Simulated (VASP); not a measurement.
# Ta (Im-3m) in VASP: relaxation of volume and atoms at fixed shape with LDA

Aim: the relaxation of volume and atoms at fixed shape of Ta with LDA.

Program: VASP 6.6.1. These are calculated values, not measurements. Logs are shortened: lines on timing, memory, paths and dates and some standing lists are left out, and cuts for length are marked.

## Step 1: The cell of the first run

It takes space group Im-3m (No. 229, cubic). Conventional cell: a = 3.303 Å, b = 3.303 Å, c = 3.303 Å, α = 90.00°, β = 90.00°, γ = 90.00°. Within 3.8 Å of Ta (site symmetry m-3m) lie 14 Ta at 2.86 to 3.30 Å.

## Step 2: Relaxation of volume and atoms at fixed shape, LDA

The input, INCAR:

```
SYSTEM = Ta
PREC = Accurate ; ENCUT = 500
EDIFF = 1E-7 ; ISMEAR = 0
SIGMA = 0.02 ; LREAL = .FALSE.
LASPH = .TRUE. ; NELM = 120
ALGO = Normal ; ISIF = 8
LWAVE = .FALSE. ; LCHARG = .FALSE.
GGA = CA ; IBRION = 2
NSW = 60 ; EDIFFG = -0.01
GGA_COMPAT = .FALSE. ; NELMIN = 4
```

The input, KPOINTS:

```
regular mesh
0
G
  9 9 9
  0 0 0
```

The input, POSCAR:

```
Ta
1.0
   -1.6512800000      1.6512800000      1.6512800000
    1.6512800000     -1.6512800000      1.6512800000
    1.6512800000      1.6512800000     -1.6512800000
Ta
1
Direct
    0.0000000000      0.0000000000      0.0000000000
```

Potentials or basis: VASP PAW LDA potentials, release 64 (Ta_sv_GW).

Started as:

```bash
cat potpaw_LDA.64/Ta_sv_GW/POTCAR > POTCAR
mpirun -np 1 vasp_std > vasp.out
```

OUTCAR:

```text
SYSTEM = Ta
   PREC = Accurate
   ENCUT = 500
   EDIFF = 1E-7
   ISMEAR = 0
   LREAL = .FALSE.
   LASPH = .TRUE.
   NELM = 120
   ISIF = 8
   GGA = CA
   IBRION = 2
   NSW = 60
   EDIFFG = -0.01
   NELMIN = 4

 ion  position               nearest neighbor table
   1  0.000  0.000  0.000-

  LATTYP: Found a body centered cubic cell.
 ALAT       =     3.3025600000

  Lattice vectors:

 A1 = (  -1.6512800000,   1.6512800000,   1.6512800000)
 A2 = (   1.6512800000,  -1.6512800000,   1.6512800000)
 A3 = (   1.6512800000,   1.6512800000,  -1.6512800000)

Analysis of symmetry for initial positions (statically):
=====================================================================
 Subroutine PRICEL returns:
 Original cell was already a primitive cell.

 Routine SETGRP: Setting up the symmetry group for a
 body centered cubic supercell.

 Subroutine GETGRP returns: Found 48 space group operations
 (whereof 48 operations were pure point group operations)
 out of a pool of 48 trial point group operations.

The static configuration has the point symmetry O_h .

Analysis of symmetry for dynamics (positions and initial velocities):
=====================================================================
 Subroutine PRICEL returns:
 Original cell was already a primitive cell.

 Routine SETGRP: Setting up the symmetry group for a
 body centered cubic supercell.

 Subroutine GETGRP returns: Found 48 space group operations
 (whereof 48 operations were pure point group operations)
 out of a pool of 48 trial point group operations.

The dynamic configuration has the point symmetry O_h .

 Subroutine INISYM returns: Found 48 space group operations
 (whereof 48 operations are pure point group operations),
 and found     1 'primitive' translations

----------------------------------------------------------------------------------------

                                     Primitive cell

  volume of cell :      18.0104

  direct lattice vectors                    reciprocal lattice vectors
    -1.651280000  1.651280000  1.651280000     0.000000000  0.302795407  0.302795407
     1.651280000 -1.651280000  1.651280000     0.302795407  0.000000000  0.302795407
     1.651280000  1.651280000 -1.651280000     0.302795407  0.302795407  0.000000000

  length of vectors
     2.860100858  2.860100858  2.860100858     0.428217371  0.428217371  0.428217371

  position of ions in fractional coordinates (direct lattice)
     0.000000000  0.000000000  0.000000000

  ion indices of the primitive-cell ions
   primitive index   ion index
                 1           1

----------------------------------------------------------------------------------------

 KPOINTS: regular mesh

Automatic generation of k-mesh.
 Grid dimensions read from file:
 generate k-points for:    9    9    9

 Generating k-lattice:

  Cartesian coordinates                     Fractional coordinates (reciprocal lattice)
     0.000000000  0.033643934  0.033643934     0.111111111  0.000000000  0.000000000
     0.033643934  0.000000000  0.033643934     0.000000000  0.111111111  0.000000000
     0.033643934  0.033643934  0.000000000     0.000000000  0.000000000  0.111111111

  Length of vectors
     0.047579708  0.047579708  0.047579708

  Shift w.r.t. Gamma in fractional coordinates (k-lattice)
     0.000000000  0.000000000  0.000000000

 Subroutine IBZKPT returns following result:
 ===========================================

 Found     35 irreducible k-points:

 Following reciprocal coordinates:
            Coordinates               Weight
  0.000000  0.000000  0.000000      1.000000
  0.111111  0.000000  0.000000     12.000000
  0.222222  0.000000  0.000000     12.000000
  0.333333  0.000000  0.000000     12.000000
  0.444444  0.000000  0.000000     12.000000
  0.111111  0.111111  0.000000     24.000000
[... 16 lines left out ...]
 -0.333333  0.444444  0.111111     48.000000
 -0.444444 -0.444444  0.111111     24.000000
 [... further k-points ...]
   k-points           NKPTS =     35   k-points in BZ     NKDIM =     35   number of bands    NBANDS=     10
   number of dos      NEDOS =    301   number of ions     NIONS =      1
   total plane-waves  NPLWV =  13824
   dimension x,y,z NGX =    24 NGY =   24 NGZ =   24
   dimension x,y,z NGXF=    48 NGYF=   48 NGZF=   48
   ions per type =               1
   NGX,Y,Z   is equivalent  to a cutoff of  13.95, 13.95, 13.95 a.u.
   NGXF,Y,Z  is equivalent  to a cutoff of  27.90, 27.90, 27.90 a.u.
 SYSTEM =  Ta
   PREC   = accura    normal or accurate (medium, high low for compatibility)
   ISTART =      0    job   : 0-new  1-cont  2-samecut
   ICHARG =      2    charge: 1-file 2-atom 10-const
   ISPIN  =      1    spin polarized calculation?
   LNONCOLLINEAR =      F non collinear calculations
   LSORBIT =      F    spin-orbit coupling
   LASPH  =      T    aspherical Exc in radial PAW
   ENCUT  =  500.0 eV  36.75 Ry    6.06 a.u.   5.21  5.21  5.21*2*pi/ulx,y,z
   NELM   =    120;   NELMIN=  4; NELMDL= -5     # of ELM steps
   EDIFF  = 0.1E-06   stopping-criterion for ELM
   LREAL  =      F    real-space projection
   EDIFFG = -.1E-01   stopping-criterion for IOM
   NSW    =     60    number of steps for IOM
   IBRION =      2    ionic relax: 0-MD 1-quasi-New 2-CG
   NFREE  =      1    steps in history (QN), initial steepest desc. (CG)
   ISIF   =      8    stress and relaxation
   ISYM   =      2    0-nonsym 1-usesym 2-fastsym
   POTIM  = 0.5000    time-step for ionic-motion
   TEBEG  =    0.0;   TEEND  =   0.0 temperature during run
   PSTRESS=    0.0 pullay stress
   NELECT =      13.0000    total number of electrons
   NUPDOWN=      -1.0000    fix difference up-down
   EMIN   =  10.00;   EMAX   =-10.00  energy-range for DOS
   EFERMI =   0.00;   METHOD = LEGACY
   ISMEAR =     0;   SIGMA  =   0.02  broadening in eV -4-tet -1-fermi 0-gaus
   EFERMI_NEDOS =   21; number of points for ismear=-14 and -15
   IALGO  =     38    algorithm
   IMIX   =      4    mixing-type and parameters
     AMIX     =   0.40;   BMIX     =  1.00
     AMIX_MAG =   1.60;   BMIX_MAG =  1.00
  volume/ion in A,a.u.               =      18.01       121.54
  Fermi-wavevector in a.u.,A,eV,Ry     =   1.468527  2.775113 29.341932  2.156571
  Thomas-Fermi vector in A             =   2.584014
   LORBIT       =      0    0 simple, 1 ext, 2 COOP (PROOUT), +10 PAW based schemes
   GGA     = CA    functional components
   LHFCALC =     F    Hartree Fock is set to
   AEXX    =    0.0000 exact exchange contribution
   IVDW    =     0    specifies the selected vdW correction
   LEPSILON=     F    determine dielectric tensor
   LRPA    =     F    only Hartree local field effects (RPA)
 conjugate gradient relaxation of ions
 non-spin polarized calculation
 Gauss-broadening in eV      SIGMA  =   0.02
  energy-cutoff  :      500.00
  volume of cell :       18.01
 maximum number of plane-waves:       470
 NGX is ok and might be reduce to    24
   NGX = 11   NGY = 11   NGZ = 11

--------------------------------------- Ionic step        1  -------------------------------------------

 number of electron      12.9999998 magnetization

 Free energy of the ion-electron system (eV)
  ---------------------------------------------------
  ext. energy  EPLUGINS =         0.00000000
  ---------------------------------------------------
  free energy    TOTEN  =       -15.27654930 eV

  energy without entropy =      -15.27578354  energy(sigma->0) =      -15.27616642

------------------------ aborting loop because EDIFF is reached ----------------------------------------

  FORCE on cell =-STRESS in cart. coord.  units (eV):
  Direction    XX          YY          ZZ          XY          YZ          ZX
  --------------------------------------------------------------------------------------
  -------------------------------------------------------------------------------------
  Total       -1.1909323     -1.1909323     -1.1909323     -0.0000000      0.0000000     -0.0000000
  in kB     -105.9437911   -105.9437911   -105.9437911     -0.0000000      0.0000000     -0.0000000
  external PRESSURE =    -105.9437911 kB  Pullay stress =       0.0000000 kB
[... 90 lines left out ...]
  energy  without entropy=      -15.3081315343  energy(sigma->0) =      -15.30843295

--------------------------------------- Ionic step        4  -------------------------------------------

 number of electron      13.0000001 magnetization

 Free energy of the ion-electron system (eV)
  ---------------------------------------------------
  ext. energy  EPLUGINS =         0.00000000
  ---------------------------------------------------
  free energy    TOTEN  =       -15.30892142 eV

  energy without entropy =      -15.30831826  energy(sigma->0) =      -15.30861984

 E-fermi :  10.9382     XC(G=0): -13.5529

 val. band max:       10.9302121754   @ k =  -0.2222   0.2222   0.1111
 cond. band min:      11.0094732186   @ k =  -0.2222   0.3333   0.1111
 fundamental gap:      0.0792610432
 Fermi energy:        10.9381635307

 k-point     1 :       0.0000    0.0000    0.0000
  band No.  band energies     occupation
      1     -55.7392      2.00000
      2     -21.7789      2.00000
      3     -21.7789      2.00000
      4     -21.7789      2.00000
      5       2.8766      2.00000
      6      11.5792      0.00000
      7      11.5792      0.00000
      8      11.5792      0.00000
      9      15.0180      0.00000
     10      15.0180      0.00000
[... 287 lines left out ...]
 k-point    24 :      -0.4444   -0.4444    0.1111
  band No.  band energies     occupation
      1     -55.5630      2.00000
      2     -23.0485      2.00000
      3     -22.4504      2.00000
      4     -22.0061      2.00000
      5       7.5591      2.00000
      6      10.0404      2.00000
      7      10.3203      2.00000
      8      13.5915      0.00000
      9      17.1885      0.00000
     10      20.3608      0.00000

 [... further k-points ...]

------------------------ aborting loop because EDIFF is reached ----------------------------------------

  FORCE on cell =-STRESS in cart. coord.  units (eV):
  Direction    XX          YY          ZZ          XY          YZ          ZX
  --------------------------------------------------------------------------------------
  -------------------------------------------------------------------------------------
  Total       -0.0094562     -0.0094562     -0.0094562     -0.0000000     -0.0000000      0.0000000
  in kB       -0.8860092     -0.8860092     -0.8860092     -0.0000000     -0.0000000      0.0000000
  external PRESSURE =      -0.8860092 kB  Pullay stress =       0.0000000 kB
[... 16 lines left out ...]
  FREE ENERGIE OF THE ION-ELECTRON SYSTEM (eV)
  ---------------------------------------------------
  free  energy   TOTEN  =       -15.3089214240 eV

  energy  without entropy=      -15.3083182600  energy(sigma->0) =      -15.30861984

 reached required accuracy - stopping structural energy minimisation
```

It took 16 s on 1 thread of Intel Xeon Platinum 8488C (Sapphire Rapids), shared host; peak memory 0.14 GiB.

What came out:

| Item | Value |
| --- | --- |
| Free energy | -15.3089 eV |
| Relaxed volume | 17.10 Å³/atom |
| Relaxed cell | a = 2.811 Å, b = 2.811 Å, c = 2.811 Å, α = 109.47°, β = 109.47°, γ = 109.47° |
| Space group after relaxing (to 0.1 Å) | Im-3m (No. 229) |
| Energy gained by relaxing | 32.4 meV/atom |
| Ionic steps | 4 |
| Pressure after relaxing | -0.1 GPa |
| Band gap on the k mesh | zero (an odd number of electrons rules out a gap without spin polarisation) |

The path:
| step | energy change (eV) | largest force (eV/Å) | pressure (GPa) | volume (Å³) |
| --- | --- | --- | --- | --- |
| 1 | 0.0000 | 0.0000 | -10.59 | 18.01 |
| 2 | 0.1767 | 0.0000 | 35.86 | 15.08 |
| 3 | -0.0322 | 0.0000 | -0.90 | 17.16 |
| 4 | -0.0324 | 0.0000 | -0.09 | 17.10 |

Final structure:
```
Ta
1.0
    -1.62297    1.62297    1.62297
     1.62297   -1.62297    1.62297
     1.62297    1.62297   -1.62297
Ta
1
Direct
  0.00000 0.00000 0.00000
```

Levels at points of the mesh, in eV from the Fermi level:
| k point | band 4 | band 5 | band 6 | band 7 | band 8 | band 9 |
| --- | --- | --- | --- | --- | --- | --- |
| (0.00, 0.00, 0.00) | -32.72 | -8.06 | 0.64 | 0.64 | 0.64 | 4.08 |

Caveat: spin-orbit coupling is left out, which moves the levels of the heavy elements.

The gap in the log of VASP goes by the Fermi energy; the results here count the filled bands.